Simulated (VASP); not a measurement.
Fe:

```
Fe
1.0
     2.83119    0.00000    0.00000
     0.00000    2.83119    0.00000
     0.00000    0.00000    2.83119
Fe
2
Cartesian
  0.0000 0.0000 0.0000
  1.4156 1.4156 1.4156
```

Base run:

* Program: VASP 6.6.1
* Functional: PBE
* Potentials or basis: VASP PAW PBE potentials, release 64 (Fe)
* Cutoff: 520 eV
* k mesh: 12 × 12 × 12
* Occupations: gaussian, width 0.05 eV
* Spin: collinear spin, ferromagnetic start
* Starting moments: [2.5, 2.5] μB

Its results: pressure -0.6 GPa; net moment 4.32 μB per cell; site moments Fe +2.16 μB.

Task: The run is repeated on the same cell with these changes: spin from collinear spin, ferromagnetic start to collinear spin, antiferromagnetic start; moments at the start from [2.5, 2.5] to [2.5, -2.5]. What comes out?

Result: Pressure -6.4 GPa; net moment 0.00 μB per cell; site moments Fe +1.49, -1.49 μB.
